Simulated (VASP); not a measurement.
# Al (Fm-3m) in VASP: settings compared

Al is run at these levels: RPBE, BLYP, RPBE+D3(BJ); tasks: single point, relaxation of cell and atoms.

All numbers are computed with VASP 6.6.1; they aren't measurements. Logs are shortened: lines on timing, memory, paths and dates and some standing lists are left out, and cuts for length are marked.

## Step 1: The cell of the first run

Symmetry: Fm-3m, No. 225, cubic system. The conventional cell has a = 4.068 Å, b = 4.068 Å, c = 4.068 Å, α = 90.00°, β = 90.00°, γ = 90.00°. Within 3.8 Å of Al (site symmetry m-3m) lie 12 Al at 2.88 Å.

## Step 2: Single point, RPBE

File INCAR:

```
PREC     = Accurate       # precision mode
ENCUT    = 520            # plane-wave cutoff, eV
EDIFF    = 1E-7           # SCF threshold, eV
ISMEAR   = -1             # smearing method
SIGMA    = 0.05           # smearing width, eV
LREAL    = False          # projectors in reciprocal space
LASPH    = True           # aspherical terms in the spheres
NELM     = 100            # most SCF steps
ALGO     = Normal         # electronic algorithm
ISIF     = 2              # what is computed and relaxed
LWAVE    = False          # write WAVECAR
LCHARG   = True           # write CHGCAR
GGA      = RP             # functional
LELF     = True           # ELF
LVHAR    = True         
NBANDS   = 8              # bands
```

File KPOINTS:

```
Automatic mesh
0
Gamma
  11 11 11
```

File POSCAR:

```
Al
1.0
    0.0000000000      2.0337697572      2.0337697572
    2.0337697572      0.0000000000      2.0337697572
    2.0337697572      2.0337697572      0.0000000000
Al
1
Direct
    0.0000000000      0.0000000000      0.0000000000
```

Potentials or basis: VASP PAW PBE potentials, release 64 (Al).

On the command line:

```console
$ cat potpaw_PBE.64/Al/POTCAR > POTCAR
$ mpirun -np 1 vasp_std > vasp.out
```

OUTCAR:

```text
PREC = Accurate
   ENCUT = 520
   EDIFF = 1E-7
   ISMEAR = -1
   LREAL = False
   LASPH = True
   NELM = 100
   ISIF = 2
   GGA = RP

 ion  position               nearest neighbor table
   1  0.000  0.000  0.000-

  LATTYP: Found a face centered cubic cell.
 ALAT       =     4.0675395144

  Lattice vectors:

 A1 = (   0.0000000000,   2.0337697572,   2.0337697572)
 A2 = (   2.0337697572,   0.0000000000,   2.0337697572)
 A3 = (   2.0337697572,   2.0337697572,   0.0000000000)

Analysis of symmetry for initial positions (statically):
=====================================================================
 Subroutine PRICEL returns:
 Original cell was already a primitive cell.

 Routine SETGRP: Setting up the symmetry group for a
 face centered cubic supercell.

 Subroutine GETGRP returns: Found 48 space group operations
[... 9 lines left out ...]

 Routine SETGRP: Setting up the symmetry group for a
 face centered cubic supercell.

 Subroutine GETGRP returns: Found 48 space group operations
 (whereof 48 operations were pure point group operations)
 out of a pool of 48 trial point group operations.

The dynamic configuration has the point symmetry O_h .

 Subroutine INISYM returns: Found 48 space group operations
 (whereof 48 operations are pure point group operations),
 and found     1 'primitive' translations

----------------------------------------------------------------------------------------

                                     Primitive cell

  volume of cell :      16.8242

  direct lattice vectors                    reciprocal lattice vectors
     0.000000000  2.033769757  2.033769757    -0.245848872  0.245848872  0.245848872
     2.033769757  0.000000000  2.033769757     0.245848872 -0.245848872  0.245848872
     2.033769757  2.033769757  0.000000000     0.245848872  0.245848872 -0.245848872

  length of vectors
     2.876184773  2.876184773  2.876184773     0.425822737  0.425822737  0.425822737

  position of ions in fractional coordinates (direct lattice)
     0.000000000  0.000000000  0.000000000

  ion indices of the primitive-cell ions
   primitive index   ion index
                 1           1

----------------------------------------------------------------------------------------

 KPOINTS: Automatic mesh

Automatic generation of k-mesh.
 Grid dimensions read from file:
 generate k-points for:   11   11   11

 Generating k-lattice:

  Cartesian coordinates                     Fractional coordinates (reciprocal lattice)
    -0.022349897  0.022349897  0.022349897     0.090909091  0.000000000  0.000000000
     0.022349897 -0.022349897  0.022349897     0.000000000  0.090909091  0.000000000
     0.022349897  0.022349897 -0.022349897     0.000000000  0.000000000  0.090909091

  Length of vectors
     0.038711158  0.038711158  0.038711158

  Shift w.r.t. Gamma in fractional coordinates (k-lattice)
     0.000000000  0.000000000  0.000000000

 Subroutine IBZKPT returns following result:
 ===========================================

 Found     56 irreducible k-points:

 Following reciprocal coordinates:
            Coordinates               Weight
  0.000000  0.000000  0.000000      1.000000
  0.090909  0.000000  0.000000      8.000000
  0.181818  0.000000  0.000000      8.000000
  0.272727  0.000000  0.000000      8.000000
  0.363636  0.000000  0.000000      8.000000
  0.454545  0.000000  0.000000      8.000000
[... 16 lines left out ...]
 -0.272727  0.181818  0.000000     24.000000
 -0.181818  0.181818  0.000000     12.000000
 [... further k-points ...]
   k-points           NKPTS =     56   k-points in BZ     NKDIM =     56   number of bands    NBANDS=      8
   number of dos      NEDOS =    301   number of ions     NIONS =      1
   total plane-waves  NPLWV =  13824
   dimension x,y,z NGX =    24 NGY =   24 NGZ =   24
   dimension x,y,z NGXF=    48 NGYF=   48 NGZF=   48
   ions per type =               1
   NGX,Y,Z   is equivalent  to a cutoff of  13.87, 13.87, 13.87 a.u.
   NGXF,Y,Z  is equivalent  to a cutoff of  27.74, 27.74, 27.74 a.u.
 SYSTEM =  unknown system
   PREC   = accura    normal or accurate (medium, high low for compatibility)
   ISTART =      0    job   : 0-new  1-cont  2-samecut
   ICHARG =      2    charge: 1-file 2-atom 10-const
   ISPIN  =      1    spin polarized calculation?
   LNONCOLLINEAR =      F non collinear calculations
   LSORBIT =      F    spin-orbit coupling
   LASPH  =      T    aspherical Exc in radial PAW
   ENCUT  =  520.0 eV  38.22 Ry    6.18 a.u.   5.35  5.35  5.35*2*pi/ulx,y,z
   NELM   =    100;   NELMIN=  2; NELMDL= -5     # of ELM steps
   EDIFF  = 0.1E-06   stopping-criterion for ELM
   LREAL  =      F    real-space projection
   EDIFFG = 0.1E-05   stopping-criterion for IOM
   NSW    =      0    number of steps for IOM
   IBRION =     -1    ionic relax: 0-MD 1-quasi-New 2-CG
   NFREE  =      0    steps in history (QN), initial steepest desc. (CG)
   ISIF   =      2    stress and relaxation
   ISYM   =      2    0-nonsym 1-usesym 2-fastsym
   POTIM  = 0.5000    time-step for ionic-motion
   TEBEG  =    0.0;   TEEND  =   0.0 temperature during run
   PSTRESS=    0.0 pullay stress
   NELECT =       3.0000    total number of electrons
   NUPDOWN=      -1.0000    fix difference up-down
   EMIN   =  10.00;   EMAX   =-10.00  energy-range for DOS
   EFERMI =   0.00;   METHOD = LEGACY
   ISMEAR =    -1;   SIGMA  =   0.05  broadening in eV -4-tet -1-fermi 0-gaus
   EFERMI_NEDOS =   21; number of points for ismear=-14 and -15
   IALGO  =     38    algorithm
   IMIX   =      4    mixing-type and parameters
     AMIX     =   0.40;   BMIX     =  1.00
     AMIX_MAG =   1.60;   BMIX_MAG =  1.00
  volume/ion in A,a.u.               =      16.82       113.54
  Fermi-wavevector in a.u.,A,eV,Ry     =   0.921447  1.741281 11.552213  0.849064
  Thomas-Fermi vector in A             =   2.046864
   LORBIT       =      0    0 simple, 1 ext, 2 COOP (PROOUT), +10 PAW based schemes
   GGA     = RP    functional components
   LHFCALC =     F    Hartree Fock is set to
   AEXX    =    0.0000 exact exchange contribution
   IVDW    =     0    specifies the selected vdW correction
   LEPSILON=     F    determine dielectric tensor
   LRPA    =     F    only Hartree local field effects (RPA)
 non-spin polarized calculation
  energy-cutoff  :      520.00
  volume of cell :       16.82
 maximum number of plane-waves:       465
 NGX is ok and might be reduce to    24
   NGX = 11   NGY = 11   NGZ = 11

 number of electron       3.0000000 magnetization

 Free energy of the ion-electron system (eV)
  ---------------------------------------------------
  ext. energy  EPLUGINS =         0.00000000
  ---------------------------------------------------
  free energy    TOTEN  =        -3.51766596 eV

  energy without entropy =       -3.51364343  energy(sigma->0) =       -3.51565470

 E-fermi :   7.9061     XC(G=0): -10.0707

 val. band max:        7.8987083012   @ k =  -0.4545   0.3636   0.0000
 cond. band min:       7.9265197818   @ k =   0.4545   0.1818   0.0909
 fundamental gap:      0.0278114806
 Fermi energy:         7.9060637779

 k-point     1 :       0.0000    0.0000    0.0000
  band No.  band energies     occupation
      1      -3.1111      2.00000
      2      20.3826      0.00000
      3      20.3826      0.00000
      4      20.3826      0.00000
      5      21.8575      0.00000
      6      21.8575      0.00000
      7      21.8575      0.00000
      8      24.1433      0.00000

 k-point     2 :       0.0909    0.0000    0.0000
  band No.  band energies     occupation
      1      -2.8893      2.00000
      2      17.4882      0.00000
      3      19.7485      0.00000
      4      19.7485      0.00000
      5      22.5020      0.00000
      6      22.8294      0.00000
      7      22.8294      0.00000
      8      26.0070      0.00000

 k-point     3 :       0.1818    0.0000    0.0000
  band No.  band energies     occupation
      1      -2.2260      2.00000
      2      13.8713      0.00000
      3      19.0236      0.00000
      4      19.0236      0.00000
      5      22.2599      0.00000
      6      23.6437      0.00000
      7      23.6437      0.00000
      8      25.1236      0.00000

 k-point     4 :       0.2727    0.0000    0.0000
  band No.  band energies     occupation
      1      -1.1272      2.00000
      2      10.4739      0.00000
      3      18.6187      0.00000
      4      18.6187      0.00000
      5      22.0447      0.00000
      6      22.0998      0.00000
      7      22.0998      0.00000
      8      26.0305      0.00000

 k-point     5 :       0.3636    0.0000    0.0000
  band No.  band energies     occupation
      1       0.3973      2.00000
      2       7.3965      1.99992
      3      18.5756      0.00000
      4      18.5756      0.00000
      5      20.6800      0.00000
      6      20.6800      0.00000
      7      22.1120      0.00000
      8      24.5554      0.00000

 k-point     6 :       0.4545    0.0000    0.0000
  band No.  band energies     occupation
      1       2.3332      2.00000
      2       4.6801      2.00000
      3      18.9032      0.00000
      4      18.9032      0.00000
      5      19.6078      0.00000
      6      19.6078      0.00000
      7      22.5418      0.00000
      8      23.3792      0.00000

 k-point     7 :       0.0909    0.0909    0.0000
  band No.  band energies     occupation
      1      -2.8155      2.00000
      2      18.4983      0.00000
      3      18.4983      0.00000
      4      18.7790      0.00000
      5      21.1906      0.00000
      6      24.1077      0.00000
      7      24.1726      0.00000
      8      24.1726      0.00000

 k-point     8 :       0.1818    0.0909    0.0000
  band No.  band energies     occupation
      1      -2.2996      2.00000
      2      15.1825      0.00000
      3      17.5799      0.00000
      4      18.9013      0.00000
      5      21.5302      0.00000
      6      22.1022      0.00000
      7      24.5329      0.00000
      8      25.5670      0.00000

 k-point     9 :       0.2727    0.0909    0.0000
  band No.  band energies     occupation
      1      -1.3463      2.00000
      2      11.7355      0.00000
      3      17.0281      0.00000
      4      18.5648      0.00000
      5      19.8726      0.00000
      6      23.6290      0.00000
      7      24.4563      0.00000
      8      24.5833      0.00000

 k-point    10 :       0.3636    0.0909    0.0000
  band No.  band energies     occupation
      1       0.0357      2.00000
      2       8.5608      0.00000
      3      16.8504      0.00000
      4      18.2245      0.00000
      5      18.4873      0.00000
      6      23.1324      0.00000
      7      24.2134      0.00000
      8      25.8379      0.00000
[... 78 lines left out ...]
 k-point    18 :       0.2727    0.1818    0.0000
  band No.  band energies     occupation
      1      -1.1273      2.00000
      2      13.3115      0.00000
      3      15.8224      0.00000
      4      17.0870      0.00000
      5      17.3833      0.00000
      6      20.3451      0.00000
      7      27.2451      0.00000
      8      27.9425      0.00000

 k-point    19 :       0.3636    0.1818    0.0000
  band No.  band energies     occupation
      1       0.1076      2.00000
      2      10.1005      0.00000
      3      15.5056      0.00000
      4      15.5126      0.00000
      5      17.1462      0.00000
      6      22.4507      0.00000
      7      25.8985      0.00000
      8      27.9623      0.00000

 k-point    20 :       0.4545    0.1818    0.0000
  band No.  band energies     occupation
      1       1.7610      2.00000
      2       7.1768      2.00000
      3      14.1128      0.00000
      4      15.5822      0.00000
      5      17.2962      0.00000
      6      24.6752      0.00000
      7      24.9771      0.00000
      8      27.8003      0.00000

 k-point    21 :      -0.4545    0.1818    0.0000
  band No.  band energies     occupation
      1       3.8040      2.00000
      2       4.6186      2.00000
      3      13.1133      0.00000
      4      16.0314      0.00000
      5      17.8180      0.00000
      6      23.7590      0.00000
      7      26.2169      0.00000
      8      28.5673      0.00000

 k-point    22 :      -0.3636    0.1818    0.0000
  band No.  band energies     occupation
      1       2.4039      2.00000
      2       6.2652      2.00000
      3      12.5256      0.00000
      4      16.8607      0.00000
      5      18.7316      0.00000
      6      23.1916      0.00000
      7      25.7799      0.00000
      8      28.7149      0.00000

 k-point    23 :      -0.2727    0.1818    0.0000
  band No.  band energies     occupation
      1       0.6135      2.00000
      2       9.0280      0.00000
      3      12.3899      0.00000
      4      18.0673      0.00000
      5      20.0209      0.00000
      6      22.9646      0.00000
      7      25.3389      0.00000
      8      25.8795      0.00000

 k-point    24 :      -0.1818    0.1818    0.0000
  band No.  band energies     occupation
      1      -0.7628      2.00000
      2      11.6790      0.00000
      3      13.1128      0.00000
      4      19.6373      0.00000
      5      21.6323      0.00000
      6      22.6740      0.00000
      7      23.7975      0.00000
      8      24.7175      0.00000

 [... further k-points ...]
[... 5 lines left out ...]
  --------------------------------------------------------------------------------------
  -------------------------------------------------------------------------------------
  Total       -0.0219146     -0.0219146     -0.0219146      0.0000000      0.0000000     -0.0000000
  in kB       -2.0869375     -2.0869375     -2.0869375      0.0000000      0.0000000     -0.0000000
  external PRESSURE =      -2.0869375 kB  Pullay stress =       0.0000000 kB

 VOLUME and BASIS-vectors are now :
 -----------------------------------------------------------------------------
  energy-cutoff  :      520.00
  volume of cell :       16.82
      direct lattice vectors                 reciprocal lattice vectors
     0.000000000  2.033769757  2.033769757    -0.245848872  0.245848872  0.245848872
     2.033769757  0.000000000  2.033769757     0.245848872 -0.245848872  0.245848872
     2.033769757  2.033769757  0.000000000     0.245848872  0.245848872 -0.245848872

 POSITION                                       TOTAL-FORCE (eV/Angst)
 -----------------------------------------------------------------------------------
      0.00000      0.00000      0.00000        -0.000000      0.000000      0.000000
 -----------------------------------------------------------------------------------
    total drift:                                0.000000     -0.000000     -0.000000

  FREE ENERGIE OF THE ION-ELECTRON SYSTEM (eV)
  ---------------------------------------------------
  free  energy   TOTEN  =        -3.5176659643 eV

  energy  without entropy=       -3.5136434335  energy(sigma->0) =       -3.51565470
```

It took 7.9 s on 1 thread of Intel Xeon 8259CL, shared host; peak memory 0.13 GiB.

What came out:

```yaml
Free_energy: -3.5177 eV
Pressure: -0.2 GPa
```

Levels at points of the mesh, in eV from the Fermi level:
```
           k point  band 1  band 2  band 3  band 4
(0.00, 0.00, 0.00)  -11.02   12.48   12.48   12.48
```

Caveat: the PAW data sets were made with another functional, which shifts forces and pressure a little.

## Step 3: Relaxation of cell and atoms, BLYP

This run uses another cell than the first one, of 16.60 Å³/atom, 0.987 times its volume.

File INCAR:

```
PREC     = Accurate       # precision mode
ENCUT    = 600            # plane-wave cutoff, eV
EDIFF    = 1E-6           # SCF threshold, eV
ISMEAR   = -1             # smearing method
SIGMA    = 0.05           # smearing width, eV
LREAL    = False          # projectors in reciprocal space
LASPH    = True           # aspherical terms in the spheres
NELM     = 80             # most SCF steps
ALGO     = Normal         # electronic algorithm
ISIF     = 3              # what is computed and relaxed
LWAVE    = False          # write WAVECAR
LCHARG   = False          # write CHGCAR
GGA      = B5             # functional
ALDAX    = 1.0          
AGGAX    = 1.0          
AGGAC    = 1.0          
ALDAC    = 0.0          
IBRION   = 2              # ionic algorithm
NSW      = 80             # ionic steps
EDIFFG   = -0.005         # ionic threshold
```

KPOINTS is that of step 2.

File POSCAR:

```
Al
1.0
    0.0000000000      2.0248050000      2.0248050000
    2.0248050000      0.0000000000      2.0248050000
    2.0248050000      2.0248050000      0.0000000000
Al
1
Direct
    0.0000000000      0.0000000000      0.0000000000
```

Potentials or basis: VASP PAW PBE potentials, release 64 (Al).

On the command line:

```console
$ cat potpaw_PBE.64/Al/POTCAR > POTCAR
$ mpirun -np 1 vasp_std > vasp.out
```

It took 13 s on 1 thread of Intel Xeon 8259CL, shared host; peak memory 0.14 GiB.

The run converged. Its results:

| Item | Value |
| --- | --- |
| Free energy | -2.7143 eV |
| Relaxed volume | 17.40 Å³/atom |
| Relaxed cell | a = 2.908 Å, b = 2.908 Å, c = 2.908 Å, α = 60.00°, β = 60.00°, γ = 60.00° |
| Space group after relaxing (to 0.05 Å) | Fm-3m (No. 225) |
| Energy gained by relaxing | 7.5 meV/atom |
| Ionic steps | 2 |
| Pressure after relaxing | 0.0 GPa |

The path:
```csv
step,energy change (eV),largest force (eV/Å),pressure (GPa),volume (Å³)
1,0.0000,0.0000,3.14,16.60
2,-0.0075,0.0000,0.05,17.40
```

Final structure:
```yaml
crystal:
  lattice:
    - [0.00000, 2.05662, 2.05662]
    - [2.05662, 0.00000, 2.05662]
    - [2.05662, 2.05662, 0.00000]
  atoms:
    - { symbol: Al, position: [0.00000, 0.00000, 0.00000] }
```

Levels at points of the mesh, in eV from the Fermi level:
```
           k point  band 1  band 2  band 3  band 4  band 5
(0.00, 0.00, 0.00)  -10.78   12.27   12.27   12.27   13.19
```

Caveat: the PAW data sets were made with another functional, which shifts forces and pressure a little.

## Step 4: Relaxation of cell and atoms, RPBE

This run uses another cell than the first one, of 16.60 Å³/atom, 0.987 times its volume.

File INCAR:

```
SYSTEM = Al
ALGO = Normal
EDIFF = 1E-7
EDIFFG = -0.02
ENCUT = 600
GGA = RP
IBRION = 2
ISIF = 3
ISMEAR = -1
LASPH = .TRUE.
LCHARG = .FALSE.
LREAL = .FALSE.
LWAVE = .FALSE.
NELM = 100
NSW = 80
PREC = Accurate
SIGMA = 0.05
```

File KPOINTS:

```
k-points
0
G
  11 11 11
  0 0 0
```

POSCAR is that of step 3.

On the command line:

```console
$ cat potpaw_PBE.64/Al/POTCAR > POTCAR
$ mpirun -np 1 vasp_std > vasp.out
```

It took 7.8 s on 1 thread of Intel Xeon 8259CL, shared host; peak memory 0.13 GiB.

The run converged. Its results:

```yaml
Free_energy: -3.5178 eV
Relaxed_volume: 16.81 Å³/atom
Relaxed_cell: a = 2.875 Å, b = 2.875 Å, c = 2.875 Å, α = 60.00°, β = 60.00°, γ = 60.00°
Space_group_after_relaxing_to_0.05_Å: Fm-3m (No. 225)
Energy_gained_by_relaxing: 0.4 meV/atom
Ionic_steps: 2
Pressure_after_relaxing: -0.2 GPa
```

Step by step:
```tsv
step	energy change (eV)	largest force (eV/Å)	pressure (GPa)	volume (Å³)
1	0.0000	0.0000	0.84	16.60
2	-0.0004	0.0000	-0.15	16.81
```

Final structure:
```yaml
crystal:
  lattice:
    - [0.00000, 2.03328, 2.03328]
    - [2.03328, 0.00000, 2.03328]
    - [2.03328, 2.03328, 0.00000]
  atoms:
    - { symbol: Al, position: [0.00000, 0.00000, 0.00000] }
```

Levels at points of the mesh, in eV from the Fermi level:
| k point | band 1 | band 2 | band 3 | band 4 | band 5 |
| --- | --- | --- | --- | --- | --- |
| (0.00, 0.00, 0.00) | -11.02 | 12.48 | 12.48 | 12.48 | 13.96 |

Caveat: the PAW data sets were made with another functional, which shifts forces and pressure a little.

(Continued in part 2 of 2.)
